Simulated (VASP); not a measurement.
A run of VASP 6.6.1 is set up as follows.

File INCAR:

```
SYSTEM = LiCl
ALGO     = Normal         ! electronic algorithm
EDIFF    = 1E-6           ! SCF threshold, eV
ENCUT    = 520            ! plane-wave cutoff, eV
GGA      = PS             ! functional
ISIF     = 2              ! what is computed and relaxed
ISMEAR   = 0              ! smearing method
LASPH    = .TRUE.         ! aspherical terms in the spheres
LCHARG   = .FALSE.        ! write CHGCAR
LREAL    = .FALSE.        ! projectors in reciprocal space
LWAVE    = .FALSE.        ! write WAVECAR
NBANDS   = 12             ! bands
NELM     = 60             ! most SCF steps
PREC     = Accurate       ! precision mode
SIGMA    = 0.05           ! smearing width, eV
```

The input KPOINTS:

```
k-points
0
G
  10 10 10
  0 0 0
```

POSCAR

```
LiCl
1.0
    0.0000000000      2.5321515235      2.5321515235
    2.5321515235      0.0000000000      2.5321515235
    2.5321515235      2.5321515235      0.0000000000
Li Cl
1 1
Direct
    0.0000000000      0.0000000000      0.0000000000
    0.5000000000      0.5000000000      0.5000000000
```

Potentials or basis: VASP PAW PBE potentials, release 64 (Li_sv, Cl).

Launch:

```bash
$ cat potpaw_PBE.64/Li_sv/POTCAR potpaw_PBE.64/Cl/POTCAR > POTCAR
$ mpirun -np 1 vasp_std > vasp.out
```

(1) What does it give for the band gap on the k mesh?

Answers

(1) 6.36 eV.
